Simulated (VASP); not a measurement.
# Na2H3 (R-3m) in VASP: notebook, part 2 of 2

VASP 6.6.1. The steps go on from the part before.

### Step 3. Relaxation of cell and atoms, PBE

Contents of INCAR:

```
SYSTEM = Na2H3
PREC     = Accurate       ! precision mode
ENCUT    = 600            ! plane-wave cutoff, eV
EDIFF    = 1E-6           ! SCF threshold, eV
ISMEAR   = 0              ! smearing method
SIGMA    = 0.1            ! smearing width, eV
LREAL    = .FALSE.        ! projectors in reciprocal space
LASPH    = .TRUE.         ! aspherical terms in the spheres
NELM     = 100            ! most SCF steps
ALGO     = Normal         ! electronic algorithm
ISIF     = 3              ! what is computed and relaxed
LWAVE    = .FALSE.        ! write WAVECAR
LCHARG   = .FALSE.        ! write CHGCAR
GGA      = PE             ! functional
IBRION   = 2              ! ionic algorithm
NSW      = 100            ! ionic steps
EDIFFG   = -0.01          ! ionic threshold
```

Contents of KPOINTS:

```
regular mesh
0
G
  12 12 12
  0 0 0
```

Contents of POSCAR:

```
Na2H3
1.0
    1.6603744899      0.9586176587      5.8721981979
   -1.6603744899      0.9586176587      5.8721981979
    0.0000000000     -1.9172353174      5.8721981979
Na H
2 3
Direct
    0.4137928955      0.4137928955      0.4137928955
    0.5862071045      0.5862071045      0.5862071045
    0.0000000000      0.0000000000      0.0000000000
    0.1685735046      0.1685735046      0.1685735046
    0.8314264954      0.8314264954      0.8314264954
```

Potentials or basis: VASP PAW PBE potentials, release 64 (Na_pv, H).

Command:

```console
$ cat potpaw_PBE.64/Na_pv/POTCAR potpaw_PBE.64/H/POTCAR > POTCAR
$ mpirun -np 1 vasp_std > vasp.out
```

OUTCAR:

```text
SYSTEM = Na2H3
   PREC = Accurate
   ENCUT = 600
   EDIFF = 1E-6
   ISMEAR = 0
   LREAL = .FALSE.
   LASPH = .TRUE.
   NELM = 100
   ISIF = 3
   GGA = PE
   IBRION = 2
   NSW = 100
   EDIFFG = -0.01

 ion  position               nearest neighbor table
   1  0.414  0.414  0.414-
   2  0.586  0.586  0.586-
   3  0.000  0.000  0.000-
   4  0.169  0.169  0.169-
   5  0.831  0.831  0.831-

  LATTYP: Found a trigonal (rhomboedric) cell.
 ALAT       =     6.1772569104
 COS(alpha) =     0.8555056811

  Lattice vectors:

 A1 = (   1.6603744899,   0.9586176587,   5.8721981979)
 A2 = (  -1.6603744899,   0.9586176587,   5.8721981979)
 A3 = (   0.0000000000,  -1.9172353174,   5.8721981979)

Analysis of symmetry for initial positions (statically):
=====================================================================
 Subroutine PRICEL returns:
 Original cell was already a primitive cell.

 Routine SETGRP: Setting up the symmetry group for a
 trigonal (rhombohedral) supercell.

 Subroutine GETGRP returns: Found 12 space group operations
 (whereof 12 operations were pure point group operations)
 out of a pool of 12 trial point group operations.

The static configuration has the point symmetry D_3d.

Analysis of symmetry for dynamics (positions and initial velocities):
=====================================================================
 Subroutine PRICEL returns:
 Original cell was already a primitive cell.

 Routine SETGRP: Setting up the symmetry group for a
 trigonal (rhombohedral) supercell.

 Subroutine GETGRP returns: Found 12 space group operations
 (whereof 12 operations were pure point group operations)
 out of a pool of 12 trial point group operations.

The dynamic configuration has the point symmetry D_3d.

 Subroutine INISYM returns: Found 12 space group operations
 (whereof 12 operations are pure point group operations),
 and found     1 'primitive' translations

----------------------------------------------------------------------------------------

[... 141 lines left out ...]

 Free energy of the ion-electron system (eV)
  ---------------------------------------------------
  ext. energy  EPLUGINS =         0.00000000
  ---------------------------------------------------
  free energy    TOTEN  =       -11.99663380 eV

  energy without entropy =      -11.99484787  energy(sigma->0) =      -11.99574083

------------------------ aborting loop because EDIFF is reached ----------------------------------------

  FORCE on cell =-STRESS in cart. coord.  units (eV):
  Direction    XX          YY          ZZ          XY          YZ          ZX
  --------------------------------------------------------------------------------------
  -------------------------------------------------------------------------------------
  Total        0.0422869      0.0422869      0.0036988      0.0000000     -0.0000000      0.0000000
  in kB        1.2081270      1.2081270      0.1056750      0.0000000     -0.0000000      0.0000000
  external PRESSURE =       0.8406430 kB  Pullay stress =       0.0000000 kB
[... 65 lines left out ...]
--------------------------------------- Ionic step        3  -------------------------------------------

 number of electron      16.9999994 magnetization

 Free energy of the ion-electron system (eV)
  ---------------------------------------------------
  ext. energy  EPLUGINS =         0.00000000
  ---------------------------------------------------
  free energy    TOTEN  =       -11.99676016 eV

  energy without entropy =      -11.99497392  energy(sigma->0) =      -11.99586704

 E-fermi :   0.6530     XC(G=0):  -8.2215

 val. band max:        0.4378394155   @ k =   0.4167   0.3333   0.0000
 cond. band min:       0.7322726224   @ k =  -0.4167   0.3333   0.1667
 fundamental gap:      0.2944332069
 Fermi energy:         0.6530267473

 k-point     1 :       0.0000    0.0000    0.0000
  band No.  band energies     occupation
      1     -23.0263      2.00000
      2     -22.9265      2.00000
      3     -22.9265      2.00000
      4     -22.9249      2.00000
      5     -22.9249      2.00000
      6     -22.9031      2.00000
      7      -6.0555      2.00000
      8      -2.8735      2.00000
      9       2.1129      0.00000
     10       4.8377      0.00000
     11       9.4746      0.00000
     12      12.5972      0.00000
[... 331 lines left out ...]
 k-point    24 :      -0.4167    0.1667   -0.0000
  band No.  band energies     occupation
      1     -23.0211      2.00000
      2     -23.0044      2.00000
      3     -22.9789      2.00000
      4     -22.9633      2.00000
      5     -22.9577      2.00000
      6     -22.9072      2.00000
      7      -2.7305      2.00000
      8      -1.0480      2.00000
      9      -0.8191      2.00000
     10       3.9924      0.00000
     11       5.9400      0.00000
     12       6.7653      0.00000

 [... further k-points ...]

------------------------ aborting loop because EDIFF is reached ----------------------------------------

  FORCE on cell =-STRESS in cart. coord.  units (eV):
  Direction    XX          YY          ZZ          XY          YZ          ZX
  --------------------------------------------------------------------------------------
  -------------------------------------------------------------------------------------
  Total        0.0011821      0.0011821     -0.0105662      0.0000000     -0.0000000      0.0000000
  in kB        0.0336626      0.0336626     -0.3009004      0.0000000     -0.0000000      0.0000000
  external PRESSURE =      -0.0778584 kB  Pullay stress =       0.0000000 kB
[... 20 lines left out ...]
  FREE ENERGIE OF THE ION-ELECTRON SYSTEM (eV)
  ---------------------------------------------------
  free  energy   TOTEN  =       -11.9967601593 eV

  energy  without entropy=      -11.9949739191  energy(sigma->0) =      -11.99586704

 reached required accuracy - stopping structural energy minimisation
```

OSZICAR:

```text
N       E                     dE             d eps       ncg     rms          rms(c)
DAV:   1     0.105070776216E+03    0.10507E+03   -0.94008E+03  4536   0.161E+03
DAV:   2    -0.724592324726E+01   -0.11232E+03   -0.11014E+03  4632   0.369E+02
DAV:   3    -0.126205450096E+02   -0.53746E+01   -0.53118E+01  5568   0.886E+01
DAV:   4    -0.126978159130E+02   -0.77271E-01   -0.77104E-01  4964   0.116E+01
[... 17 lines left out ...]
DAV:   1    -0.119971814311E+02   -0.49216E-03   -0.51673E-02  6840   0.312E+00    0.152E-01
DAV:   2    -0.119968820061E+02    0.29943E-03   -0.66377E-04  5364   0.488E-01    0.788E-02
DAV:   3    -0.119967673268E+02    0.11468E-03   -0.17886E-04  5536   0.279E-01    0.866E-03
DAV:   4    -0.119967604758E+02    0.68510E-05   -0.11994E-05  5196   0.704E-02    0.154E-03
DAV:   5    -0.119967601593E+02    0.31647E-06   -0.38244E-07  2368   0.122E-02
   3 F= -.11996760E+02 E0= -.11995867E+02  d E =-.126360E-03
```

It took 20 min on 1 thread of Intel Xeon 8259CL, shared host; peak memory 0.45 GiB.

What came out:

```yaml
Free_energy: -11.9968 eV
Relaxed_volume: 11.25 Å³/atom
Relaxed_cell: a = 6.179 Å, b = 6.179 Å, c = 6.179 Å, α = 31.23°, β = 31.23°, γ = 31.23°
Space_group_after_relaxing_to_0.1_Å: R-3m (No. 166)
Energy_gained_by_relaxing: 0.0 meV/atom
Ionic_steps: 3
Pressure_after_relaxing: 0.0 GPa
Largest_force_after_relaxing: 0.004 eV/Å
Band_gap_on_the_k_mesh: zero (an odd number of electrons rules out a gap without spin polarisation)
```

Forces on the atoms (eV/Å):
```
Na   0.000  0.000  0.001
Na   0.000  0.000 -0.001
H    0.000  0.000  0.000
H    0.000  0.000  0.004
H    0.000  0.000 -0.004
```

The path:
| step | energy change (eV) | largest force (eV/Å) | pressure (GPa) | volume (Å³) |
| --- | --- | --- | --- | --- |
| 1 | 0.0000 | 0.0160 | 0.08 | 56.08 |
| 2 | -0.0001 | 0.0115 | 0.06 | 56.13 |
| 3 | -0.0001 | 0.0040 | -0.01 | 56.26 |

Final structure:
```yaml
crystal:
  lattice:
    - [1.66294, 0.96010, 5.87299]
    - [-1.66294, 0.96010, 5.87299]
    - [0.00000, -1.92020, 5.87299]
  atoms:
    - { symbol: Na, position: [0.41363, 0.41363, 0.41363] }
    - { symbol: Na, position: [0.58637, 0.58637, 0.58637] }
    - { symbol: H, position: [0.00000, 0.00000, 0.00000] }
    - { symbol: H, position: [0.16863, 0.16863, 0.16863] }
    - { symbol: H, position: [0.83137, 0.83137, 0.83137] }
```

Caveat: an odd number of electrons without spin polarisation forces a metal; a magnetic or distorted state may lie lower.

The gap in the log of VASP goes by the Fermi energy; the results here count the filled bands.